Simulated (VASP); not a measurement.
The system is Sn.

```
Sn
1.0
     3.28363    0.00000    0.00000
     0.00000    3.40443    0.00000
     0.00000    0.00000    2.86559
Sn
2
Direct
  0.00000 0.00000 0.65023
  0.50000 0.50000 0.34977
```

The cell was built from a structure type or drawn by symmetry, and may not be a known phase.

| Quantity | Value |
| --- | --- |
| Program | VASP 6.6.1 |
| Task | relaxation of cell and atoms |
| Functional | PBE |
| Potentials or basis | VASP PAW PBE potentials, release 64 (Sn_d) |
| Cutoff | 600 eV |
| k mesh | 6 × 6 × 6 |
| Occupations | gaussian, width 0.1 eV |
| Spin | no spin polarisation |

At the start: pressure 114.1 GPa; volume 16.02 Å³/atom.

Question: How do energy, volume and symmetry change on relaxing?

Answer: Over 32 steps the energy falls by 2739.7 meV/atom and the volume is 27.60 Å³/atom (+72.3 %); space group Pmmn (No. 59, to 0.1 Å) before, I4/mmm (No. 139, to 0.1 Å).

The path:
```csv
step,energy change (eV),largest force (eV/Å),pressure (GPa),volume (Å³)
1,0.0000,3.4610,114.12,32.03
2,-2.9032,0.1104,-6.48,119.03
3,-5.3664,0.1488,-2.24,60.78
4,-5.3798,0.1659,-1.54,59.61
5,-5.3898,0.1892,0.05,57.35
6,-5.3894,0.1840,-0.42,57.96
7,-5.3952,0.1957,-0.42,57.88
8,-5.4098,0.1830,-0.50,57.63
9,-5.4207,0.1545,-0.46,57.07
10,-5.4281,0.1280,0.28,56.10
11,-5.4292,0.1123,0.77,55.52
12,-5.4339,0.0676,0.45,55.77
13,-5.4353,0.0352,0.14,56.00
14,-5.4372,0.0396,-0.07,56.23
15,-5.4415,0.0777,-0.82,56.92
16,-5.4443,0.0767,-2.05,58.25
17,-5.4440,0.0833,-1.51,57.63
18,-5.4446,0.0801,-1.77,57.92
19,-5.4449,0.0799,-1.78,57.93
20,-5.4456,0.0791,-1.83,57.97
21,-5.4471,0.0781,-1.90,58.04
22,-5.4495,0.0748,-2.12,58.18
23,-5.4494,0.0556,-2.55,58.43
24,-5.4504,0.0697,-2.33,58.28
25,-5.4534,0.0683,-2.24,58.11
26,-5.4612,0.0635,-1.96,57.58
27,-5.4728,0.0448,-1.27,56.53
28,-5.4728,0.0028,0.54,54.44
29,-5.4776,0.0225,-0.44,55.46
30,-5.4776,0.0239,-0.48,55.51
31,-5.4784,0.0249,-0.40,55.44
32,-5.4794,0.0283,-0.17,55.20
```

Final structure:
```
Sn
1.0
     3.90433    0.00000    0.00000
     0.00000    3.89798    0.00000
     0.00000    0.00000    3.62710
Sn
2
Direct
  0.00000 0.00000 0.74745
  0.50000 0.50000 0.25255
```

Caveat: the k points lie up to 0.29 Å⁻¹ apart in the final cell; the volume moved by over 15 % at a fixed basis, so the end points are rough; the highest band is partly filled, so the run has too few bands.
